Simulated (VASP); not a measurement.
A run of VASP 6.6.1 is set up as follows.

Contents of INCAR:

```
ALGO     = Normal         # electronic algorithm
EDIFF    = 1E-6           # SCF threshold, eV
ENCUT    = 500            # plane-wave cutoff, eV
GGA      = PE             # functional
GGA_COMPAT= False        
ISIF     = 2              # what is computed and relaxed
ISMEAR   = 0              # smearing method
LASPH    = True           # aspherical terms in the spheres
LCHARG   = False          # write CHGCAR
LREAL    = False          # projectors in reciprocal space
LWAVE    = False          # write WAVECAR
NBANDS   = 37             # bands
NELM     = 120            # most SCF steps
PREC     = Accurate       # precision mode
SIGMA    = 0.2            # smearing width, eV
```

The input KPOINTS:

```
k-points
0
Gamma
  6 6 4
```

File POSCAR:

```
Ir2Pt
1.0
    4.4260573221      0.0027545061     -0.0000820799
   -2.2106284242      3.8063204796     -0.0000697193
   -0.0002633052      0.0002225708      5.4579247578
Ir Pt
4 2
Direct
    0.3329371251      0.6660926835      0.2499638523
    0.3329398196      0.6660686162      0.7500277073
    0.6670461646      0.3339256858      0.2500161249
    0.6670590532      0.3338968066      0.7499958212
    0.0000100673     -0.0000098557     -0.0000020061
    0.0000077700      0.0000260636      0.4999985003
```

Potentials or basis: VASP PAW PBE potentials, release 64 (Ir, Pt).

Launch:

```console
$ cat potpaw_PBE.64/Ir/POTCAR potpaw_PBE.64/Pt/POTCAR > POTCAR
$ mpirun -np 1 vasp_std > vasp.out
```

(1) What does it give for the band gap on the k mesh?

(2) Estimate the pressure.

(3) What does it give for the largest force?

Answers

(1) zero (bands 28 and 29 overlap by 0.86 eV).

(2) 0.0 GPa.

(3) 0.003 eV/Å.

Caveat: spin-orbit coupling is left out, which moves the levels of the heavy elements.
